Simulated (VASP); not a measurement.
# Os (P6_3/mmc) in VASP: notebook, part 2 of 2

VASP 6.6.1.

## Step 4: Single point, PBEsol

This run uses another cell than the first one, of 13.67 Å³/atom.

Input file INCAR:

```
SYSTEM = Os
PREC = Accurate ; ENCUT = 520
EDIFF = 1E-6 ; ISMEAR = -1
SIGMA = 0.05 ; LREAL = .False.
LASPH = .True. ; NELM = 100
ALGO = Normal ; ISIF = 2
LWAVE = .False. ; LCHARG = .False.
GGA = PS ; NBANDS = 15
```

Input file KPOINTS:

```
Automatic mesh
0
Gamma
  20 20 12
  0 0 0
```

Input file POSCAR:

```
Os
1.0
    2.7142443555      0.0000000000      0.0000000000
   -1.3571221778      2.3506045640      0.0000000000
    0.0000000000      0.0000000000      4.2865787928
Os
2
Direct
    0.3333333333      0.6666666667      0.2500000000
    0.6666666667      0.3333333333      0.7500000000
```

Potentials or basis: VASP PAW PBE potentials, release 64 (Os).

Launch:

```sh
$ cat potpaw_PBE.64/Os/POTCAR > POTCAR
$ mpirun -np 1 vasp_std > vasp.out
```

OUTCAR:

```text
SYSTEM = Os
   PREC = Accurate
   ENCUT = 520
   EDIFF = 1E-6
   ISMEAR = -1
   LREAL = .False.
   LASPH = .True.
   NELM = 100
   ISIF = 2
   GGA = PS

 ion  position               nearest neighbor table
   1  0.333  0.667  0.250-   2 2.66   2 2.66   2 2.66   2 2.66   2 2.66   2 2.66
   2  0.667  0.333  0.750-   1 2.66   1 2.66   1 2.66   1 2.66   1 2.66   1 2.66

  LATTYP: Found a hexagonal cell.
 ALAT       =     2.7142443555
 C/A-ratio  =     1.5792899354

  Lattice vectors:

 A1 = (   2.7142443555,   0.0000000000,   0.0000000000)
 A2 = (  -1.3571221778,   2.3506045640,   0.0000000000)
 A3 = (   0.0000000000,   0.0000000000,   4.2865787928)

Analysis of symmetry for initial positions (statically):
=====================================================================
 Subroutine PRICEL returns:
 Original cell was already a primitive cell.

 Routine SETGRP: Setting up the symmetry group for a
 hexagonal supercell.

 Subroutine GETGRP returns: Found 24 space group operations
 (whereof 12 operations were pure point group operations)
 out of a pool of 24 trial point group operations.

The static configuration has the point symmetry D_3d.
 The point group associated with its full space group is D_6h.

Analysis of symmetry for dynamics (positions and initial velocities):
=====================================================================
 Subroutine PRICEL returns:
 Original cell was already a primitive cell.

 Routine SETGRP: Setting up the symmetry group for a
 hexagonal supercell.

 Subroutine GETGRP returns: Found 24 space group operations
 (whereof 12 operations were pure point group operations)
 out of a pool of 24 trial point group operations.

The dynamic configuration has the point symmetry D_3d.
 The point group associated with its full space group is D_6h.

 Subroutine INISYM returns: Found 24 space group operations
[... 117 lines left out ...]
     AMIX_MAG =   1.60;   BMIX_MAG =  1.00
  volume/ion in A,a.u.               =      13.67        92.28
  Fermi-wavevector in a.u.,A,eV,Ry     =   1.369205  2.587422 25.507135  1.874722
  Thomas-Fermi vector in A             =   2.495101
   LORBIT       =      0    0 simple, 1 ext, 2 COOP (PROOUT), +10 PAW based schemes
   GGA     = PS    functional components
   LHFCALC =     F    Hartree Fock is set to
   AEXX    =    0.0000 exact exchange contribution
   IVDW    =     0    specifies the selected vdW correction
   LEPSILON=     F    determine dielectric tensor
   LRPA    =     F    only Hartree local field effects (RPA)
 non-spin polarized calculation
  energy-cutoff  :      520.00
  volume of cell :       27.35
 maximum number of plane-waves:       754
   NGX = 11   NGY = 11   NGZ = 15

 number of electron      15.9999998 magnetization

 Free energy of the ion-electron system (eV)
  ---------------------------------------------------
  ext. energy  EPLUGINS =         0.00000000
  ---------------------------------------------------
  free energy    TOTEN  =       -24.48249204 eV

  energy without entropy =      -24.47485416  energy(sigma->0) =      -24.47867310

 E-fermi :   9.6929     XC(G=0): -14.2839

 val. band max:        9.6911375006   @ k =   0.1500   0.0000   0.3333
 cond. band min:       9.6978869230   @ k =   0.4000   0.1500   0.3333
 fundamental gap:      0.0067494224
 Fermi energy:         9.6929249930

 k-point     1 :       0.0000    0.0000    0.0000
  band No.  band energies     occupation
      1      -1.5476      2.00000
      2       1.6074      2.00000
      3       6.4765      2.00000
      4       6.4765      2.00000
      5       6.7505      2.00000
      6       7.3559      2.00000
      7       7.3559      2.00000
      8       8.0359      2.00000
      9       8.0359      2.00000
     10       9.6619      1.30078
     11      11.4083      0.00000
     12      11.4083      0.00000
     13      18.9774      0.00000
     14      23.6788      0.00000
[... 401 lines left out ...]
      2       3.1519      2.00000
      3       4.1544      2.00000
      4       4.9208      2.00000
      5       6.2296      2.00000
      6       6.6674      2.00000
      7       7.5411      2.00000
      8       9.1721      1.99994
      9       9.9044      0.02870
     10      10.8414      0.00000
     11      12.1578      0.00000
     12      18.3744      0.00000
     13      19.1800      0.00000
     14      22.0286      0.00000
     15      23.9315      0.00000

 [... further k-points ...]
[... 5 lines left out ...]
  --------------------------------------------------------------------------------------
  -------------------------------------------------------------------------------------
  Total        1.3219130      1.3219130      1.3114044     -0.0000000     -0.0000000     -0.0000000
  in kB       77.4415657     77.4415657     76.8259394     -0.0000000     -0.0000000     -0.0000000
  external PRESSURE =      77.2363569 kB  Pullay stress =       0.0000000 kB

 VOLUME and BASIS-vectors are now :
 -----------------------------------------------------------------------------
  energy-cutoff  :      520.00
  volume of cell :       27.35
      direct lattice vectors                 reciprocal lattice vectors
     2.714244355  0.000000000  0.000000000     0.368426667  0.212711235  0.000000000
    -1.357122178  2.350604564  0.000000000     0.000000000  0.425422470  0.000000000
     0.000000000  0.000000000  4.286578793     0.000000000  0.000000000  0.233286275

 POSITION                                       TOTAL-FORCE (eV/Angst)
 -----------------------------------------------------------------------------------
     -0.00000      1.56707      1.07164         0.000000     -0.000000      0.000000
      1.35712      0.78353      3.21493         0.000000      0.000000      0.000000
 -----------------------------------------------------------------------------------
    total drift:                               -0.000000      0.000000     -0.000000

  FREE ENERGIE OF THE ION-ELECTRON SYSTEM (eV)
  ---------------------------------------------------
  free  energy   TOTEN  =       -24.4824920380 eV

  energy  without entropy=      -24.4748541594  energy(sigma->0) =      -24.47867310
```

Run time: 2 min. Hardware: 1 thread of Intel Xeon Platinum 8375C at 2.90GHz (Ice Lake), shared host; peak memory 0.22 GiB.

Results:

```yaml
Free_energy: -24.4825 eV
Pressure: 7.7 GPa
Band_gap_on_the_k_mesh: zero (bands 8 and 9 overlap by 4.11 eV)
```

Caveat: the cell stands under pressure; the PAW data sets were made with another functional, which shifts forces and pressure a little; spin-orbit coupling is left out, which moves the levels of the heavy elements.

## Step 5: Single point, PBEsol

This run uses another cell than the first one, of 13.83 Å³/atom.

Input file INCAR:

```
ALGO     = Normal         # electronic algorithm
EDIFF    = 1E-7           # SCF threshold, eV
ENCUT    = 520            # plane-wave cutoff, eV
GGA      = PS             # functional
ISIF     = 2              # what is computed and relaxed
ISMEAR   = -1             # smearing method
LASPH    = True           # aspherical terms in the spheres
LCHARG   = False          # write CHGCAR
LREAL    = False          # projectors in reciprocal space
LWAVE    = False          # write WAVECAR
NBANDS   = 15             # bands
NELM     = 100            # most SCF steps
PREC     = Accurate       # precision mode
SIGMA    = 0.05           # smearing width, eV
```

Input file KPOINTS:

```
k-points
0
Gamma
  20 20 12
```

Input file POSCAR:

```
Os
1.0
    2.7248166250      0.0000000000      0.0000000000
   -1.3624083125      2.3597604179      0.0000000000
    0.0000000000      0.0000000000      4.3011259438
Os
2
Direct
    0.3333333333      0.6666666667      0.2500000000
    0.6666666667      0.3333333333      0.7500000000
```

Launch:

```sh
$ cat potpaw_PBE.64/Os/POTCAR > POTCAR
$ mpirun -np 1 vasp_std > vasp.out
```

Run time: 2.3 min. Hardware: 1 thread of Intel Xeon Platinum 8375C at 2.90GHz (Ice Lake), shared host; peak memory 0.23 GiB.

Results (log left out):

```yaml
Free_energy: -24.4925 eV
Pressure: 2.5 GPa
Band_gap_on_the_k_mesh: zero (bands 8 and 9 overlap by 4.04 eV)
```

Levels at points of the mesh, in eV from the Fermi level:
| k point | band 4 | band 5 | band 6 | band 7 | band 8 | band 9 | band 10 | band 11 | band 12 | band 13 |
| --- | --- | --- | --- | --- | --- | --- | --- | --- | --- | --- |
| (0.00, 0.00, 0.00) | -3.16 | -2.89 | -2.30 | -2.30 | -1.64 | -1.64 | -0.03 | 1.69 | 1.69 | 9.16 |
| (0.50, 0.00, 0.00) | -3.67 | -3.01 | -2.65 | -1.95 | 2.04 | 2.62 | 2.76 | 4.45 | 5.75 | 9.38 |
| (0.00, 0.00, 0.50) | -3.68 | -3.36 | -3.36 | -3.36 | -3.36 | 0.88 | 0.88 | 0.88 | 0.88 | 13.71 |
| (0.50, 0.00, 0.50) | -5.48 | -1.27 | -1.27 | -0.22 | -0.22 | 2.39 | 2.39 | 3.32 | 3.32 | 9.20 |

Caveat: the PAW data sets were made with another functional, which shifts forces and pressure a little; spin-orbit coupling is left out, which moves the levels of the heavy elements.

## Step 6: Summary

| cell | gap on the mesh (eV) | pressure (GPa) |
| --- | --- | --- |
| a = 2.699, b = 2.699, c = 4.265 Å, angles 90.0, 90.0, 120.0°, 2 atoms | none | 16.0 |
| a = 2.708, b = 2.708, c = 4.278 Å, angles 90.0, 90.0, 120.0°, 2 atoms | none | 10.8 |
| a = 2.714, b = 2.714, c = 4.287 Å, angles 90.0, 90.0, 120.0°, 2 atoms | none | 7.7 |
| a = 2.725, b = 2.725, c = 4.301 Å, angles 90.0, 90.0, 120.0°, 2 atoms | none | 2.5 |

Alike in all rows: task single point; level PBEsol; potentials or basis VASP PAW PBE potentials, release 64 (Os); no spin polarisation; k mesh 20 × 20 × 12; cutoff (eV) 520; smearing fermi-dirac 0.05 eV.

Caveats: the PAW data sets were made with another functional, which shifts forces and pressure a little; spin-orbit coupling is left out, which moves the levels of the heavy elements; the cell stands under pressure (at least some runs).

Total energies depend on the potentials used, so only differences within one code and one set of settings carry meaning.
